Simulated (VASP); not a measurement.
Set up this calculation in VASP 6.6.1, as the native input.

* Task: single point
* Functional: PBEsol
* Potentials or basis: VASP PAW PBE potentials, release 64 (Cl)
* Cutoff: 500 eV
* k mesh: 8 × 8 × 4
* Occupations: gaussian, width 0.02 eV
* Spin: no spin polarisation
* Dipole correction: no
* Further INCAR settings: ALGO = Normal; EDIFF = 1e-06; NBANDS = 22

The structure of Cl lies in POSCAR:

```
Cl
1.0
    3.1180656000     -2.3003680000      0.0000000000
    3.1180656000      2.3003680000      0.0000000000
    0.0000000000      0.0000000000      8.2148178000
Cl
4
Direct
    0.1492612986      0.8507387014      0.0938817899
    0.6492612986      0.3507387014      0.4061182101
    0.8507387014      0.1492612986      0.9061182101
    0.3507387014      0.6492612986      0.5938817899
```

This cell differs from its parent crystal: strained.

The input as run:

INCAR

```
SYSTEM = Cl
  PREC = Accurate
  ENCUT = 500
  EDIFF = 1E-6
  ISMEAR = 0
  SIGMA = 0.02
  LREAL = .FALSE.
  LASPH = .TRUE.
  NELM = 120
  ALGO = Normal
  ISIF = 2
  LWAVE = .FALSE.
  LCHARG = .FALSE.
  GGA = PS
  NBANDS = 22
  GGA_COMPAT = .FALSE.
```

KPOINTS

```
regular mesh
0
G
  8 8 4
  0 0 0
```

Potentials or basis: VASP PAW PBE potentials, release 64 (Cl).

Launch:

```bash
$ cat potpaw_PBE.64/Cl/POTCAR > POTCAR
$ mpirun -np 1 vasp_std > vasp.out
```

Results of the run:

The pressure is -2.5 GPa, the largest force is 1.085 eV/Å and the band gap on the k mesh is 2.14 eV (least direct gap 2.26 eV).

Caveat: the cell differs from its parent crystal (strained); this functional lacks dispersion, which holds the molecules together, so the pressure and a relaxed volume are unreliable; the PAW data sets were made with another functional, which shifts forces and pressure a little.

It took 89 s on 1 thread of Intel(R) Xeon(R) 6975P-C (Granite Rapids), on a shared host, peak memory 0.25 GiB.
